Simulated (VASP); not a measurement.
# TiCo3 (Pm-3m) in VASP: further runs

TiCo3 is run at these levels: PBEsol; tasks: single point.

Everything below comes from runs of VASP 6.6.1. Logs are shortened: lines on timing, memory, paths and dates and some standing lists are left out, and cuts for length are marked.

## 1. The cell of the first run

The structure is cubic, space group Pm-3m (No. 221). The conventional cell has a = 3.453 Å, b = 3.453 Å, c = 3.453 Å, α = 90.00°, β = 90.00°, γ = 90.00°. Within 3.2 Å of Ti (site symmetry m-3m) lie 12 Co at 2.44 Å. Within 3.2 Å of Co (site symmetry 4/mmm) lie 4 Ti at 2.44 Å and 8 Co at 2.44 Å.

## 2. Single point, PBEsol, collinear spin, ferromagnetic start (10.29 Å³/atom)

Input file INCAR:

```
SYSTEM = TiCo3
  PREC = Accurate
  ENCUT = 520
  EDIFF = 1E-6
  ISMEAR = 0
  SIGMA = 0.15
  LREAL = .False.
  LASPH = .True.
  NELM = 150
  ALGO = Normal
  ISIF = 2
  LWAVE = .False.
  LCHARG = .False.
  ISPIN = 2
  MAGMOM = 0.2 0.44 0.44 0.44
  LORBIT = 11
  NUPDOWN = 1.52
  LMAXMIX = 4
  GGA = PS
  NBANDS = 32
```

Input file KPOINTS:

```
Automatic mesh
0
Gamma
  12 12 12
  0 0 0
```

Input file POSCAR:

```
TiCo3
1.0
    3.4529205823      0.0000000000      0.0000000000
    0.0000000000      3.4529205823      0.0000000000
    0.0000000000      0.0000000000      3.4529205823
Ti Co
1 3
Direct
    0.0000000000      0.0000000000      0.0000000000
    0.0000000000      0.5000000000      0.5000000000
    0.5000000000      0.0000000000      0.5000000000
    0.5000000000      0.5000000000      0.0000000000
```

Potentials or basis: VASP PAW PBE potentials, release 64 (Ti_sv, Co).

On the command line:

```sh
$ cat potpaw_PBE.64/Ti_sv/POTCAR potpaw_PBE.64/Co/POTCAR > POTCAR
$ mpirun -np 1 vasp_std > vasp.out
```

OUTCAR:

```text
SYSTEM = TiCo3
   PREC = Accurate
   ENCUT = 520
   EDIFF = 1E-6
   ISMEAR = 0
   LREAL = .False.
   LASPH = .True.
   NELM = 150
   ISIF = 2
   ISPIN = 2
   LORBIT = 11
   NUPDOWN = 1.52
   GGA = PS

 ion  position               nearest neighbor table
   1  0.000  0.000  0.000-   2 2.44   3 2.44   4 2.44   2 2.44   3 2.44   2 2.44   4 2.44   2 2.44
                             3 2.44   4 2.44   3 2.44   4 2.44
   2  0.000  0.500  0.500-   1 2.44   3 2.44   4 2.44   1 2.44   4 2.44   1 2.44   3 2.44   1 2.44
                             3 2.44   4 2.44   4 2.44   3 2.44
   3  0.500  0.000  0.500-   1 2.44   2 2.44   4 2.44   1 2.44   4 2.44   2 2.44   4 2.44   4 2.44
                             1 2.44   2 2.44   1 2.44   2 2.44
   4  0.500  0.500  0.000-   1 2.44   2 2.44   3 2.44   2 2.44   3 2.44   1 2.44   3 2.44   3 2.44
                             1 2.44   2 2.44   2 2.44   1 2.44

  LATTYP: Found a simple cubic cell.
 ALAT       =     3.4529205823

  Lattice vectors:

 A1 = (   3.4529205823,   0.0000000000,   0.0000000000)
 A2 = (   0.0000000000,   3.4529205823,   0.0000000000)
 A3 = (   0.0000000000,   0.0000000000,   3.4529205823)

Analysis of symmetry for initial positions (statically):
=====================================================================
 Subroutine PRICEL returns:
 Original cell was already a primitive cell.

 Routine SETGRP: Setting up the symmetry group for a
 simple cubic supercell.

 Subroutine GETGRP returns: Found 48 space group operations
 (whereof 48 operations were pure point group operations)
 out of a pool of 48 trial point group operations.

The static configuration has the point symmetry O_h .

Analysis of symmetry for dynamics (positions and initial velocities):
=====================================================================
 Subroutine PRICEL returns:
 Original cell was already a primitive cell.

 Routine SETGRP: Setting up the symmetry group for a
 simple cubic supercell.

 Subroutine GETGRP returns: Found 48 space group operations
 (whereof 48 operations were pure point group operations)
 out of a pool of 48 trial point group operations.

The dynamic configuration has the point symmetry O_h .

Analysis of structural, dynamic, and magnetic symmetry:
=====================================================================
 Subroutine PRICEL returns:
 Original cell was already a primitive cell.

 Routine SETGRP: Setting up the symmetry group for a
 simple cubic supercell.

 Subroutine GETGRP returns: Found 48 space group operations
 (whereof 48 operations were pure point group operations)
 out of a pool of 48 trial point group operations.

The overall configuration has the point symmetry O_h .

 Subroutine INISYM returns: Found 48 space group operations
 (whereof 48 operations are pure point group operations),
 and found     1 'primitive' translations

----------------------------------------------------------------------------------------

                                     Primitive cell

  volume of cell :      41.1680

  direct lattice vectors                    reciprocal lattice vectors
     3.452920582  0.000000000  0.000000000     0.289609904  0.000000000  0.000000000
     0.000000000  3.452920582  0.000000000     0.000000000  0.289609904  0.000000000
     0.000000000  0.000000000  3.452920582     0.000000000  0.000000000  0.289609904

  length of vectors
     3.452920582  3.452920582  3.452920582     0.289609904  0.289609904  0.289609904

  position of ions in fractional coordinates (direct lattice)
     0.000000000  0.000000000  0.000000000
     0.000000000  0.500000000  0.500000000
     0.500000000  0.000000000  0.500000000
     0.500000000  0.500000000  0.000000000

  ion indices of the primitive-cell ions
   primitive index   ion index
                 1           1
                 2           2
                 3           3
                 4           4

----------------------------------------------------------------------------------------

 KPOINTS: Automatic mesh

Automatic generation of k-mesh.
 Grid dimensions read from file:
 generate k-points for:   12   12   12

 Generating k-lattice:

  Cartesian coordinates                     Fractional coordinates (reciprocal lattice)
     0.024134159  0.000000000  0.000000000     0.083333333  0.000000000  0.000000000
     0.000000000  0.024134159  0.000000000     0.000000000  0.083333333  0.000000000
     0.000000000  0.000000000  0.024134159     0.000000000  0.000000000  0.083333333

  Length of vectors
     0.024134159  0.024134159  0.024134159

  Shift w.r.t. Gamma in fractional coordinates (k-lattice)
     0.000000000  0.000000000  0.000000000

 Subroutine IBZKPT returns following result:
 ===========================================

 Found     84 irreducible k-points:

 Following reciprocal coordinates:
            Coordinates               Weight
  0.000000  0.000000  0.000000      1.000000
  0.083333  0.000000  0.000000      6.000000
  0.166667  0.000000  0.000000      6.000000
  0.250000  0.000000  0.000000      6.000000
  0.333333  0.000000  0.000000      6.000000
  0.416667  0.000000  0.000000      6.000000
[... 16 lines left out ...]
  0.333333  0.333333  0.000000     12.000000
  0.416667  0.333333  0.000000     24.000000
 [... further k-points ...]
   k-points           NKPTS =     84   k-points in BZ     NKDIM =     84   number of bands    NBANDS=     32
   number of dos      NEDOS =    301   number of ions     NIONS =      4
   total plane-waves  NPLWV =  21952
   dimension x,y,z NGX =    28 NGY =   28 NGZ =   28
   dimension x,y,z NGXF=    56 NGYF=   56 NGZF=   56
   ions per type =               1   3
   NGX,Y,Z   is equivalent  to a cutoff of  13.48, 13.48, 13.48 a.u.
   NGXF,Y,Z  is equivalent  to a cutoff of  26.96, 26.96, 26.96 a.u.
 SYSTEM =  TiCo3
   PREC   = accura    normal or accurate (medium, high low for compatibility)
   ISTART =      0    job   : 0-new  1-cont  2-samecut
   ICHARG =      2    charge: 1-file 2-atom 10-const
   ISPIN  =      2    spin polarized calculation?
   LNONCOLLINEAR =      F non collinear calculations
   LSORBIT =      F    spin-orbit coupling
   LASPH  =      T    aspherical Exc in radial PAW
   ENCUT  =  520.0 eV  38.22 Ry    6.18 a.u.   6.42  6.42  6.42*2*pi/ulx,y,z
   NELM   =    150;   NELMIN=  2; NELMDL= -5     # of ELM steps
   EDIFF  = 0.1E-05   stopping-criterion for ELM
   LREAL  =      F    real-space projection
   EDIFFG = 0.1E-04   stopping-criterion for IOM
   NSW    =      0    number of steps for IOM
   IBRION =     -1    ionic relax: 0-MD 1-quasi-New 2-CG
   NFREE  =      0    steps in history (QN), initial steepest desc. (CG)
   ISIF   =      2    stress and relaxation
   ISYM   =      2    0-nonsym 1-usesym 2-fastsym
   POTIM  = 0.5000    time-step for ionic-motion
   TEBEG  =    0.0;   TEEND  =   0.0 temperature during run
   PSTRESS=    0.0 pullay stress
   NELECT =      39.0000    total number of electrons
   NUPDOWN=       1.5200    fix difference up-down
   EMIN   =  10.00;   EMAX   =-10.00  energy-range for DOS
   EFERMI =   0.00;   METHOD = LEGACY
   ISMEAR =     0;   SIGMA  =   0.15  broadening in eV -4-tet -1-fermi 0-gaus
   EFERMI_NEDOS =   21; number of points for ismear=-14 and -15
   IALGO  =     38    algorithm
   IMIX   =      4    mixing-type and parameters
     AMIX     =   0.40;   BMIX     =  1.00
     AMIX_MAG =   1.60;   BMIX_MAG =  1.00
  volume/ion in A,a.u.               =      10.29        69.45
  Fermi-wavevector in a.u.,A,eV,Ry     =   1.607841  3.038379 35.173139  2.585153
  Thomas-Fermi vector in A             =   2.703806
   LORBIT       =     11    0 simple, 1 ext, 2 COOP (PROOUT), +10 PAW based schemes
   GGA     = PS    functional components
   LHFCALC =     F    Hartree Fock is set to
   AEXX    =    0.0000 exact exchange contribution
   IVDW    =     0    specifies the selected vdW correction
   LEPSILON=     F    determine dielectric tensor
   LRPA    =     F    only Hartree local field effects (RPA)
 spin polarized calculation
 Gauss-broadening in eV      SIGMA  =   0.15
  energy-cutoff  :      520.00
  volume of cell :       41.17
 maximum number of plane-waves:      1141
 NGX is ok and might be reduce to    28
   NGX = 13   NGY = 13   NGZ = 13

 number of electron      38.9999985 magnetization       1.5199999

 Free energy of the ion-electron system (eV)
  ---------------------------------------------------
  ext. energy  EPLUGINS =         0.00000000
  ---------------------------------------------------
  free energy    TOTEN  =       -32.57363085 eV

  energy without entropy =      -32.51381692  energy(sigma->0) =      -32.54372388

 E-fermi :  11.6602     XC(G=0): -14.0514

 val. band max:       11.7739838455   @ k =   0.5000   0.1667   0.0000
 cond. band min:      11.6635056143   @ k =   0.3333   0.3333   0.1667
 fundamental gap:     -0.1104782312
 Fermi energy:        11.7780226843

 spin component 1

 k-point     1 :       0.0000    0.0000    0.0000
  band No.  band energies     occupation
      1     -44.2358      1.00000
      2     -20.6204      1.00000
      3     -20.6204      1.00000
      4     -20.6204      1.00000
      5       3.1201      1.00000
      6       6.5943      1.00000
[... 23 lines left out ...]
     30      24.5347      0.00000
     31      24.5347      0.00000

 k-point     2 :       0.0833    0.0000    0.0000
  band No.  band energies     occupation
      1     -44.2352      1.00000
      2     -20.6274      1.00000
      3     -20.6208      1.00000
      4     -20.6208      1.00000
      5       3.2229      1.00000
      6       6.6442      1.00000
[... 23 lines left out ...]
     30      24.4903      0.00000
     31      24.8836      0.00000

 k-point     3 :       0.1667    0.0000    0.0000
  band No.  band energies     occupation
      1     -44.2337      1.00000
      2     -20.6467      1.00000
      3     -20.6219      1.00000
      4     -20.6219      1.00000
      5       3.5258      1.00000
      6       6.7705      1.00000
[... 703 lines left out ...]
     30      24.4876      0.00000
     31      25.9521      0.00000

 k-point    24 :       0.4167    0.3333    0.0000
  band No.  band energies     occupation
      1     -44.2239      1.00000
      2     -20.7044      1.00000
      3     -20.6855      1.00000
      4     -20.6299      1.00000
      5       6.4936      1.00000
      6       7.7147      1.00000
[... 23 lines left out ...]
     30      24.6444      0.00000
     31      25.2317      0.00000

 [... further k-points ...]

 spin component 2

 k-point     1 :       0.0000    0.0000    0.0000
  band No.  band energies     occupation
      1     -44.3666      1.00000
      2     -20.7528      1.00000
      3     -20.7528      1.00000
      4     -20.7528      1.00000
      5       3.1564      1.00000
      6       6.8616      1.00000
[... 23 lines left out ...]
     30      24.6794      0.00000
     31      24.6794      0.00000

 k-point     2 :       0.0833    0.0000    0.0000
  band No.  band energies     occupation
      1     -44.3660      1.00000
      2     -20.7598      1.00000
      3     -20.7532      1.00000
      4     -20.7532      1.00000
      5       3.2595      1.00000
      6       6.9127      1.00000
[... 23 lines left out ...]
     30      24.6386      0.00000
     31      25.0543      0.00000

 k-point     3 :       0.1667    0.0000    0.0000
  band No.  band energies     occupation
      1     -44.3645      1.00000
      2     -20.7790      1.00000
      3     -20.7543      1.00000
      4     -20.7543      1.00000
      5       3.5634      1.00000
      6       7.0399      1.00000
[... 703 lines left out ...]
     30      24.6686      0.00000
     31      26.0933      0.00000

 k-point    24 :       0.4167    0.3333    0.0000
  band No.  band energies     occupation
      1     -44.3547      1.00000
      2     -20.8363      1.00000
      3     -20.8176      1.00000
      4     -20.7622      1.00000
      5       6.5719      1.00000
      6       7.8638      1.00000
[... 23 lines left out ...]
     30      24.8233      0.00000
     31      25.3503      0.00000

 [... further k-points ...]

 [bands above 31 left out]

------------------------ aborting loop because EDIFF is reached ----------------------------------------

  FORCE on cell =-STRESS in cart. coord.  units (eV):
  Direction    XX          YY          ZZ          XY          YZ          ZX
  --------------------------------------------------------------------------------------
  -------------------------------------------------------------------------------------
  Total        4.7869748      4.7869748      4.7869748      0.0000000      0.0000000     -0.0000000
  in kB      186.2996148    186.2996148    186.2996148      0.0000000      0.0000000     -0.0000000
  external PRESSURE =     186.2996148 kB  Pullay stress =       0.0000000 kB

 VOLUME and BASIS-vectors are now :
 -----------------------------------------------------------------------------
  energy-cutoff  :      520.00
  volume of cell :       41.17
      direct lattice vectors                 reciprocal lattice vectors
     3.452920582  0.000000000  0.000000000     0.289609904  0.000000000  0.000000000
     0.000000000  3.452920582  0.000000000     0.000000000  0.289609904  0.000000000
     0.000000000  0.000000000  3.452920582     0.000000000  0.000000000  0.289609904

 POSITION                                       TOTAL-FORCE (eV/Angst)
 -----------------------------------------------------------------------------------
      0.00000      0.00000      0.00000         0.000000      0.000000      0.000000
      0.00000      1.72646      1.72646         0.000000      0.000000      0.000000
      1.72646      0.00000      1.72646         0.000000      0.000000      0.000000
      1.72646      1.72646      0.00000         0.000000      0.000000      0.000000
 -----------------------------------------------------------------------------------
    total drift:                                0.000000      0.000000      0.000000

  FREE ENERGIE OF THE ION-ELECTRON SYSTEM (eV)
  ---------------------------------------------------
  free  energy   TOTEN  =       -32.5736308461 eV

  energy  without entropy=      -32.5138169218  energy(sigma->0) =      -32.54372388

 total charge

# of ion       s       p       d       tot
------------------------------------------
    1        2.300   6.244   2.082  10.626
    2        0.560   0.609   7.403   8.572
    3        0.560   0.609   7.403   8.572
    4        0.560   0.609   7.403   8.572
--------------------------------------------------
tot          3.981   8.070  24.291  36.343

 magnetization (x)

# of ion       s       p       d       tot
------------------------------------------
    1       -0.002  -0.012  -0.141  -0.154
    2       -0.002  -0.002   0.564   0.560
    3       -0.002  -0.002   0.564   0.560
    4       -0.002  -0.002   0.564   0.560
--------------------------------------------------
tot         -0.008  -0.018   1.552   1.526
```

Wall time 4.2 min (1 thread of Oxide Virtual Turin-like, shared host); peak memory 0.26 GiB.

What came out:

```yaml
Free_energy: -32.5736 eV
Pressure: 18.6 GPa
Net_moment: 1.52 μB per cell
Site_moments: Ti -0.15; Co +0.56 μB
Valence_electrons_inside_the_program's_atomic_spheres: Ti 10.63; Co 8.57
```

Caveat: the cell stands under pressure; the PAW data sets were made with another functional, which shifts forces and pressure a little; the total moment is fixed, so each spin has its own Fermi level and the state may be an excited one.

[end of part 1 of 2]
